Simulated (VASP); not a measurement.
# Mg3Sb2 (P-3m1) in VASP: further runs, part 3 of 3

VASP 6.6.1. The steps go on from the part before.

## Step 6: Single point, BLYP (28.90 Å³/atom)

This run uses another cell than the first one, of 28.90 Å³/atom.

Contents of INCAR:

```
AGGAC = 1.0
AGGAX = 1.0
ALDAC = 0.0
ALDAX = 1.0
ALGO = Normal
EDIFF = 1E-6
ENCUT = 600
GGA = B5
GGA_COMPAT = F
ISIF = 2
ISMEAR = 0
LASPH = T
LCHARG = F
LREAL = F
LWAVE = F
NBANDS = 16
NELM = 120
PREC = Accurate
SIGMA = 0.05
```

Contents of KPOINTS:

```
k-points
0
Gamma
  6 6 4
```

Contents of POSCAR:

```
Mg3Sb2
1.0
    4.7047089033      0.0000000000      0.0000000000
   -2.3523544517      4.0743974277      0.0000000000
    0.0000000000      0.0000000000      7.5372695965
Sb Mg
2 3
Direct
    0.3333333333      0.6666666667      0.2341514181
    0.6666666667      0.3333333333      0.7658485819
    0.0000000000      0.0000000000      0.0000000000
    0.3333333333      0.6666666667      0.6331424147
    0.6666666667      0.3333333333      0.3668575853
```

Potentials or basis: VASP PAW PBE potentials, release 64 (Sb, Mg).

On the command line:

```sh
$ cat potpaw_PBE.64/Sb/POTCAR potpaw_PBE.64/Mg/POTCAR > POTCAR
$ mpirun -np 1 vasp_std > vasp.out
```

OUTCAR:

```text
EDIFF = 1E-6
   ENCUT = 600
   GGA = B5
   ISIF = 2
   ISMEAR = 0
   LASPH = T
   LREAL = F
   NELM = 120
   PREC = Accurate

 ion  position               nearest neighbor table
   1  0.333  0.667  0.234-   5 2.89   5 2.89   5 2.89   4 3.01   3 3.24   3 3.24   3 3.24
   2  0.667  0.333  0.766-   4 2.89   4 2.89   4 2.89   5 3.01   3 3.24   3 3.24   3 3.24
   3  0.000  0.000  0.000-   1 3.24   2 3.24   2 3.24   1 3.24   2 3.24   1 3.24
   4  0.333  0.667  0.633-   2 2.89   2 2.89   2 2.89   1 3.01   5 3.38   5 3.38   5 3.38
   5  0.667  0.333  0.367-   1 2.89   1 2.89   1 2.89   2 3.01   4 3.38   4 3.38   4 3.38

  LATTYP: Found a hexagonal cell.
 ALAT       =     4.7047089033
 C/A-ratio  =     1.6020692781

  Lattice vectors:

 A1 = (   4.7047089033,   0.0000000000,   0.0000000000)
 A2 = (  -2.3523544517,   4.0743974277,   0.0000000000)
 A3 = (   0.0000000000,   0.0000000000,   7.5372695965)

Analysis of symmetry for initial positions (statically):
=====================================================================
 Subroutine PRICEL returns:
 Original cell was already a primitive cell.

 Routine SETGRP: Setting up the symmetry group for a
 hexagonal supercell.

 Subroutine GETGRP returns: Found 12 space group operations
 (whereof 12 operations were pure point group operations)
 out of a pool of 24 trial point group operations.

The static configuration has the point symmetry D_3d.

Analysis of symmetry for dynamics (positions and initial velocities):
=====================================================================
 Subroutine PRICEL returns:
 Original cell was already a primitive cell.

 Routine SETGRP: Setting up the symmetry group for a
 hexagonal supercell.

 Subroutine GETGRP returns: Found 12 space group operations
 (whereof 12 operations were pure point group operations)
 out of a pool of 24 trial point group operations.

The dynamic configuration has the point symmetry D_3d.

 Subroutine INISYM returns: Found 12 space group operations
 (whereof 12 operations are pure point group operations),
 and found     1 'primitive' translations

----------------------------------------------------------------------------------------

                                     Primitive cell

  volume of cell :     144.4808

  direct lattice vectors                    reciprocal lattice vectors
     4.704708903  0.000000000  0.000000000     0.212553002  0.122717533  0.000000000
    -2.352354452  4.074397428  0.000000000     0.000000000  0.245435066  0.000000000
     0.000000000  0.000000000  7.537269596     0.000000000  0.000000000  0.132674039

  length of vectors
     4.704708903  4.704708903  7.537269596     0.245435066  0.245435066  0.132674039

  position of ions in fractional coordinates (direct lattice)
     0.333333333  0.666666667  0.234151418
     0.666666667  0.333333333  0.765848582
     0.000000000  0.000000000  0.000000000
     0.333333333  0.666666667  0.633142415
     0.666666667  0.333333333  0.366857585

  ion indices of the primitive-cell ions
   primitive index   ion index
[... 29 lines left out ...]

 Found     24 irreducible k-points:

 Following reciprocal coordinates:
            Coordinates               Weight
  0.000000  0.000000  0.000000      1.000000
  0.166667  0.000000  0.000000      6.000000
  0.333333  0.000000  0.000000      6.000000
  0.500000 -0.000000  0.000000      3.000000
  0.166667  0.166667  0.000000      6.000000
  0.333333  0.166667  0.000000     12.000000
[... 16 lines left out ...]
  0.333333  0.166667  0.500000     12.000000
  0.333333  0.333333  0.500000      2.000000
   k-points           NKPTS =     24   k-points in BZ     NKDIM =     24   number of bands    NBANDS=     16
   number of dos      NEDOS =    301   number of ions     NIONS =      5
   total plane-waves  NPLWV =  96000
   dimension x,y,z NGX =    40 NGY =   40 NGZ =   60
   dimension x,y,z NGXF=    80 NGYF=   80 NGZF=  120
   ions per type =               2   3
   NGX,Y,Z   is equivalent  to a cutoff of  14.13, 14.13, 13.23 a.u.
   NGXF,Y,Z  is equivalent  to a cutoff of  28.27, 28.27, 26.47 a.u.
 SYSTEM =  unknown system
   PREC   = accura    normal or accurate (medium, high low for compatibility)
   ISTART =      0    job   : 0-new  1-cont  2-samecut
   ICHARG =      2    charge: 1-file 2-atom 10-const
   ISPIN  =      1    spin polarized calculation?
   LNONCOLLINEAR =      F non collinear calculations
   LSORBIT =      F    spin-orbit coupling
   LASPH  =      T    aspherical Exc in radial PAW
   ENCUT  =  600.0 eV  44.10 Ry    6.64 a.u.   9.40  9.40 15.05*2*pi/ulx,y,z
   NELM   =    120;   NELMIN=  2; NELMDL= -5     # of ELM steps
   EDIFF  = 0.1E-05   stopping-criterion for ELM
   LREAL  =      F    real-space projection
   EDIFFG = 0.1E-04   stopping-criterion for IOM
   NSW    =      0    number of steps for IOM
   IBRION =     -1    ionic relax: 0-MD 1-quasi-New 2-CG
   NFREE  =      0    steps in history (QN), initial steepest desc. (CG)
   ISIF   =      2    stress and relaxation
   ISYM   =      2    0-nonsym 1-usesym 2-fastsym
   POTIM  = 0.5000    time-step for ionic-motion
   TEBEG  =    0.0;   TEEND  =   0.0 temperature during run
   PSTRESS=    0.0 pullay stress
   NELECT =      16.0000    total number of electrons
   NUPDOWN=      -1.0000    fix difference up-down
   EMIN   =  10.00;   EMAX   =-10.00  energy-range for DOS
   EFERMI =   0.00;   METHOD = LEGACY
   ISMEAR =     0;   SIGMA  =   0.05  broadening in eV -4-tet -1-fermi 0-gaus
   EFERMI_NEDOS =   21; number of points for ismear=-14 and -15
   IALGO  =     38    algorithm
   IMIX   =      4    mixing-type and parameters
     AMIX     =   0.40;   BMIX     =  1.00
     AMIX_MAG =   1.60;   BMIX_MAG =  1.00
  volume/ion in A,a.u.               =      28.90       195.00
  Fermi-wavevector in a.u.,A,eV,Ry     =   0.786161  1.485629  8.409066  0.618049
  Thomas-Fermi vector in A             =   1.890643
   LORBIT       =      0    0 simple, 1 ext, 2 COOP (PROOUT), +10 PAW based schemes
   GGA     = B5    functional components
   LHFCALC =     F    Hartree Fock is set to
   AEXX    =    0.0000 exact exchange contribution
   IVDW    =     0    specifies the selected vdW correction
   LEPSILON=     F    determine dielectric tensor
   LRPA    =     F    only Hartree local field effects (RPA)
 non-spin polarized calculation
 Gauss-broadening in eV      SIGMA  =   0.05
  energy-cutoff  :      600.00
  volume of cell :      144.48
 maximum number of plane-waves:      4850
 NGX is ok and might be reduce to    40
   NGX = 19   NGY = 19   NGZ = 31

 number of electron      16.0000000 magnetization

 Free energy of the ion-electron system (eV)
  ---------------------------------------------------
  ext. energy  EPLUGINS =         0.00000000
  ---------------------------------------------------
  free energy    TOTEN  =       -11.44569857 eV

  energy without entropy =      -11.44569851  energy(sigma->0) =      -11.44569854

 E-fermi :   4.1602     XC(G=0):  -7.8323

 val. band max:        4.0113228608   @ k =   0.0000   0.0000   0.0000
 cond. band min:       4.3229324219   @ k =   0.0000   0.3333   0.2500
 fundamental gap:      0.3116095611
 Fermi energy:         4.1602450827

 k-point     1 :       0.0000    0.0000    0.0000
  band No.  band energies     occupation
      1      -5.6905      2.00000
      2      -4.7280      2.00000
      3      -0.3099      2.00000
      4       3.1707      2.00000
      5       3.1707      2.00000
      6       3.7609      2.00000
[... 433 lines left out ...]
      3       0.2537      2.00000
      4       0.2537      2.00000
      5       0.5810      2.00000
      6       1.1952      2.00000
[... 8 lines left out ...]
     15       9.1921      0.00000
     16       9.8311      0.00000

------------------------ aborting loop because EDIFF is reached ----------------------------------------

  FORCE on cell =-STRESS in cart. coord.  units (eV):
  Direction    XX          YY          ZZ          XY          YZ          ZX
  --------------------------------------------------------------------------------------
  -------------------------------------------------------------------------------------
  Total       -1.0156241     -1.0156241     -1.0086635      0.0000000      0.0000000      0.0000000
  in kB      -11.2624627    -11.2624627    -11.1852752      0.0000000      0.0000000      0.0000000
  external PRESSURE =     -11.2367336 kB  Pullay stress =       0.0000000 kB

 VOLUME and BASIS-vectors are now :
 -----------------------------------------------------------------------------
  energy-cutoff  :      600.00
  volume of cell :      144.48
      direct lattice vectors                 reciprocal lattice vectors
     4.704708903  0.000000000  0.000000000     0.212553002  0.122717533  0.000000000
    -2.352354452  4.074397428  0.000000000     0.000000000  0.245435066  0.000000000
     0.000000000  0.000000000  7.537269596     0.000000000  0.000000000  0.132674039

 POSITION                                       TOTAL-FORCE (eV/Angst)
 -----------------------------------------------------------------------------------
     -0.00000      2.71626      1.76486        -0.000000      0.000000     -0.021631
      2.35235      1.35813      5.77241         0.000000     -0.000000      0.021631
      0.00000      0.00000      0.00000        -0.000000      0.000000      0.000000
     -0.00000      2.71626      4.77217         0.000000     -0.000000     -0.001074
      2.35235      1.35813      2.76510        -0.000000      0.000000      0.001074
 -----------------------------------------------------------------------------------
    total drift:                               -0.000000      0.000000      0.000000

  FREE ENERGIE OF THE ION-ELECTRON SYSTEM (eV)
  ---------------------------------------------------
  free  energy   TOTEN  =       -11.4456985679 eV

  energy  without entropy=      -11.4456985105  energy(sigma->0) =      -11.44569854
```

stdout:

```text
POSCAR found type information on POSCAR SbMg
 POSCAR found :  2 types and       5 ions
 scaLAPACK will be used
 -----------------------------------------------------------------------------
|                                                                             |
|                                                                             |
|     You enforced a specific xc type in the INCAR file but a different       |
|     I HOPE YOU KNOW WHAT YOU ARE DOING!                                     |
|                                                                             |
 -----------------------------------------------------------------------------

 LDA part: xc-table for (Slater(with rela. corr.)+VWN5), standard interpolation
 POSCAR, INCAR and KPOINTS ok, starting setup
 FFT: planning ... GRIDC
 FFT: planning ... GRID_SOFT
 FFT: planning ... GRID
 WAVECAR not read
 entering main loop
```

It took 70 s on 1 thread of AMD EPYC 9R45 (Zen 5), shared host; peak memory 0.28 GiB.

What came out:

```yaml
Free_energy: -11.4457 eV
Pressure: -1.1 GPa
Largest_force: 0.022 eV/Å
Band_gap_on_the_k_mesh: 0.31 eV (least direct gap 0.80 eV)
```

Forces on the atoms (eV/Å):
```
Sb   0.000  0.000 -0.022
Sb   0.000  0.000  0.022
Mg   0.000  0.000  0.000
Mg   0.000  0.000 -0.001
Mg   0.000  0.000  0.001
```

Levels at points of the mesh, in eV from the valence-band top:
```csv
k point,band 6,band 7,band 8,band 9,band 10,band 11
"(0.00, 0.00, 0.00)",-0.25,-0.25,0.00,0.80,1.33,3.27
"(0.50, 0.00, 0.00)",-1.88,-1.88,-0.72,0.62,2.06,2.36
"(0.00, 0.00, 0.50)",-0.63,-0.47,-0.47,1.73,1.98,2.97
"(0.50, 0.00, 0.50)",-1.44,-1.39,-1.24,0.34,1.69,1.84
```

Caveat: semilocal functionals underestimate gaps, and a narrow one can read as zero; the PAW data sets were made with another functional, which shifts forces and pressure a little; spin-orbit coupling is left out, which moves the levels of the heavy elements. A k mesh can miss the band edges.

## Step 7: The runs side by side

| cell | gap on the mesh (eV) | pressure (GPa) | largest force (eV/Å) |
| --- | --- | --- | --- |
| a = 4.590, b = 4.590, c = 7.311 Å, angles 90.0, 90.0, 120.0°, 5 atoms, atomic positions A | 0.40 | 1.9 | 0.02 |
| a = 4.619, b = 4.619, c = 7.368 Å, angles 90.0, 90.0, 120.0°, 5 atoms, atomic positions B | 0.38 | 1.0 | 0.02 |
| a = 4.649, b = 4.649, c = 7.423 Å, angles 90.0, 90.0, 120.0°, 5 atoms, atomic positions C | 0.36 | 0.2 | 0.02 |
| a = 4.677, b = 4.677, c = 7.480 Å, angles 90.0, 90.0, 120.0°, 5 atoms, atomic positions D | 0.33 | -0.5 | 0.02 |
| a = 4.705, b = 4.705, c = 7.537 Å, angles 90.0, 90.0, 120.0°, 5 atoms, atomic positions E | 0.31 | -1.1 | 0.02 |

Alike in all rows: task single point; level BLYP; potentials or basis VASP PAW PBE potentials, release 64 (Sb, Mg); no spin polarisation; k mesh 6 × 6 × 4; cutoff (eV) 600; smearing gaussian 0.05 eV.

Caveats: semilocal functionals underestimate gaps, and a narrow one can read as zero; the PAW data sets were made with another functional, which shifts forces and pressure a little; spin-orbit coupling is left out, which moves the levels of the heavy elements.

Absolute energies hang on the potentials; compare differences alone.
